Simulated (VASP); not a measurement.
# Sr (Fm-3m) in VASP: a series of runs, part 2 of 2

VASP 6.6.1. Earlier steps stand in the parts before.

### 5 Relaxation of cell and atoms, PBE

This run uses another cell than the first one, of 54.71 Å³/atom.

Contents of INCAR:

```
SYSTEM = Sr
ALGO = Normal ; EDIFF = 1E-6
EDIFFG = -0.001 ; ENCUT = 600
GGA = PE ; IBRION = 2
ISIF = 3 ; ISMEAR = -1
LASPH = .TRUE. ; LCHARG = .FALSE.
LREAL = .FALSE. ; LWAVE = .FALSE.
NELM = 60 ; NSW = 80
PREC = Accurate ; SIGMA = 0.15
```

Contents of KPOINTS:

```
k-points
0
G
  12 12 12
  0 0 0
```

Contents of POSCAR:

```
Sr
1.0
    0.0000000000      3.0131734117      3.0131734117
    3.0131734117      0.0000000000      3.0131734117
    3.0131734117      3.0131734117      0.0000000000
Sr
1
Direct
    0.0000000000      0.0000000000      0.0000000000
```

Potentials or basis: VASP PAW PBE potentials, release 64 (Sr_sv).

Started as:

```sh
$ cat potpaw_PBE.64/Sr_sv/POTCAR > POTCAR
$ mpirun -np 1 vasp_std > vasp.out
```

OUTCAR:

```text
SYSTEM = Sr
   EDIFF = 1E-6
   EDIFFG = -0.001
   ENCUT = 600
   GGA = PE
   IBRION = 2
   ISIF = 3
   ISMEAR = -1
   LASPH = .TRUE.
   LREAL = .FALSE.
   NELM = 60
   NSW = 80
   PREC = Accurate

 ion  position               nearest neighbor table
   1  0.000  0.000  0.000-

  LATTYP: Found a face centered cubic cell.
 ALAT       =     6.0263468234

  Lattice vectors:

 A1 = (   0.0000000000,   3.0131734117,   3.0131734117)
 A2 = (   3.0131734117,   0.0000000000,   3.0131734117)
 A3 = (   3.0131734117,   3.0131734117,   0.0000000000)

Analysis of symmetry for initial positions (statically):
=====================================================================
 Subroutine PRICEL returns:
 Original cell was already a primitive cell.

 Routine SETGRP: Setting up the symmetry group for a
 face centered cubic supercell.

 Subroutine GETGRP returns: Found 48 space group operations
 (whereof 48 operations were pure point group operations)
 out of a pool of 48 trial point group operations.

The static configuration has the point symmetry O_h .

Analysis of symmetry for dynamics (positions and initial velocities):
=====================================================================
 Subroutine PRICEL returns:
 Original cell was already a primitive cell.

 Routine SETGRP: Setting up the symmetry group for a
 face centered cubic supercell.

 Subroutine GETGRP returns: Found 48 space group operations
 (whereof 48 operations were pure point group operations)
 out of a pool of 48 trial point group operations.

The dynamic configuration has the point symmetry O_h .

 Subroutine INISYM returns: Found 48 space group operations
 (whereof 48 operations are pure point group operations),
 and found     1 'primitive' translations

----------------------------------------------------------------------------------------

                                     Primitive cell

[... 125 lines left out ...]
   NGX = 17   NGY = 17   NGZ = 17

--------------------------------------- Ionic step        1  -------------------------------------------

 number of electron      10.0000000 magnetization

 Free energy of the ion-electron system (eV)
  ---------------------------------------------------
  ext. energy  EPLUGINS =         0.00000000
  ---------------------------------------------------
  free energy    TOTEN  =        -1.68573314 eV

  energy without entropy =       -1.58858978  energy(sigma->0) =       -1.63716146

------------------------ aborting loop because EDIFF is reached ----------------------------------------

  FORCE on cell =-STRESS in cart. coord.  units (eV):
  Direction    XX          YY          ZZ          XY          YZ          ZX
  --------------------------------------------------------------------------------------
  -------------------------------------------------------------------------------------
  Total        0.0392696      0.0392696      0.0392696      0.0000000      0.0000000     -0.0000000
  in kB        1.1499126      1.1499126      1.1499126      0.0000000      0.0000000     -0.0000000
  external PRESSURE =       1.1499126 kB  Pullay stress =       0.0000000 kB
[... 232 lines left out ...]
--------------------------------------- Ionic step        8  -------------------------------------------

 number of electron      10.0000000 magnetization

 Free energy of the ion-electron system (eV)
  ---------------------------------------------------
  ext. energy  EPLUGINS =         0.00000000
  ---------------------------------------------------
  free energy    TOTEN  =        -1.68594499 eV

  energy without entropy =       -1.58841196  energy(sigma->0) =       -1.63717848

 E-fermi :   1.5176     XC(G=0):  -7.3315

 val. band max:        1.5067107447   @ k =  -0.3333   0.4167   0.0833
 cond. band min:       1.5290100775   @ k =  -0.3333   0.4167   0.1667
 fundamental gap:      0.0222993328
 Fermi energy:         1.5176333932

 k-point     1 :       0.0000    0.0000    0.0000
  band No.  band energies     occupation
      1     -35.0590      2.00000
      2     -16.9484      2.00000
      3     -16.9484      2.00000
      4     -16.9484      2.00000
      5      -2.0723      2.00000
      6       3.9038      0.00000
      7       3.9038      0.00000
      8       3.9038      0.00000
      9       5.3634      0.00000
[... 265 lines left out ...]
 k-point    24 :      -0.4167    0.1667    0.0000
  band No.  band energies     occupation
      1     -35.0441      2.00000
      2     -17.1220      2.00000
      3     -17.0093      2.00000
      4     -16.9818      2.00000
      5       0.7968      1.98376
      6       1.6486      0.58908
      7       3.1561      0.00004
      8       4.0684      0.00000
      9       6.0970      0.00000

 [... further k-points ...]

------------------------ aborting loop because EDIFF is reached ----------------------------------------

  FORCE on cell =-STRESS in cart. coord.  units (eV):
  Direction    XX          YY          ZZ          XY          YZ          ZX
  --------------------------------------------------------------------------------------
  -------------------------------------------------------------------------------------
  Total       -0.0001650     -0.0001650     -0.0001650     -0.0000000     -0.0000000     -0.0000000
  in kB       -0.0047774     -0.0047774     -0.0047774     -0.0000000     -0.0000000     -0.0000000
  external PRESSURE =      -0.0047774 kB  Pullay stress =       0.0000000 kB
[... 16 lines left out ...]
  FREE ENERGIE OF THE ION-ELECTRON SYSTEM (eV)
  ---------------------------------------------------
  free  energy   TOTEN  =        -1.6859449898 eV

  energy  without entropy=       -1.5884119603  energy(sigma->0) =       -1.63717848

 reached required accuracy - stopping structural energy minimisation
```

It took 1.9 min on 1 thread of AMD EPYC 9R45 (Zen 5), shared host; peak memory 0.2 GiB.

What came out:

```
Free energy                           : -1.6859 eV
Relaxed volume                        : 55.32 Å³/atom
Relaxed cell                          : a = 4.277 Å, b = 4.277 Å, c = 4.277 Å, α = 60.00°, β = 60.00°, γ = 60.00°
Space group after relaxing (to 0.1 Å) : Fm-3m (No. 225)
Energy gained by relaxing             : 0.2 meV/atom
Ionic steps                           : 8
Pressure after relaxing               : 0.0 GPa
Band gap on the k mesh                : zero (bands 5 and 6 overlap by 0.06 eV)
```

The path:
| step | energy change (eV) | largest force (eV/Å) | pressure (GPa) | volume (Å³) |
| --- | --- | --- | --- | --- |
| 1 | 0.0000 | 0.0000 | 0.11 | 54.71 |
| 2 | -0.0002 | 0.0000 | 0.04 | 55.03 |
| 3 | -0.0002 | 0.0000 | 0.03 | 55.13 |
| 4 | -0.0002 | 0.0000 | -0.02 | 55.33 |
| 5 | -0.0002 | 0.0000 | 0.01 | 55.25 |
| 6 | -0.0002 | 0.0000 | 0.01 | 55.28 |
| 7 | -0.0002 | 0.0000 | 0.01 | 55.31 |
| 8 | -0.0002 | 0.0000 | 0.00 | 55.32 |

Final structure:
```
CELL_PARAMETERS angstrom
0.00000 3.02425 3.02425
3.02425 0.00000 3.02425
3.02425 3.02425 0.00000
ATOMIC_POSITIONS crystal
Sr 0.00000 0.00000 0.00000
```

Levels at points of the mesh, in eV from the Fermi level:
| k point | band 1 | band 2 | band 3 | band 4 | band 5 | band 6 | band 7 | band 8 | band 9 |
| --- | --- | --- | --- | --- | --- | --- | --- | --- | --- |
| (0.00, 0.00, 0.00) | -36.58 | -18.47 | -18.47 | -18.47 | -3.59 | 2.39 | 2.39 | 2.39 | 3.85 |
| (0.50, 0.00, 0.00) | -36.56 | -18.66 | -18.49 | -18.49 | -1.07 | 0.10 | 2.23 | 2.23 | 4.88 |
| (0.50, 0.50, 0.00) | -36.56 | -18.65 | -18.54 | -18.54 | -0.59 | 0.40 | 1.09 | 4.89 | 5.18 |

### 6 Overview

| task | cell | k mesh | cutoff (eV) | smearing | gap on the mesh (eV) | pressure (GPa) |
| --- | --- | --- | --- | --- | --- | --- |
| single point | a = 4.290 Å, angles 60.0°, 1 atom | 6 × 6 × 6 | 520 | gaussian 0.1 eV | - | -0.2 |
| single point | a = 4.261 Å, angles 60.0°, 1 atom | 12 × 12 × 12 | 520 | gaussian 0.1 eV | none | 0.0 |
| single point | a = 4.274 Å, angles 60.0°, 1 atom | 12 × 12 × 12 | 520 | fermi-dirac 0.15 eV | none | 0.0 |
| relaxation of cell and atoms | relaxed from a = 4.261 Å, angles 60.0°, 1 atom | 12 × 12 × 12 | 600 | fermi-dirac 0.15 eV | none | 0.0 |

Alike in all rows: level PBE; potentials or basis VASP PAW PBE potentials, release 64 (Sr_sv); no spin polarisation.

Total energies depend on the potentials used, so only differences within one code and one set of settings carry meaning.

The gap in the log of VASP goes by the Fermi energy; the results here count the filled bands.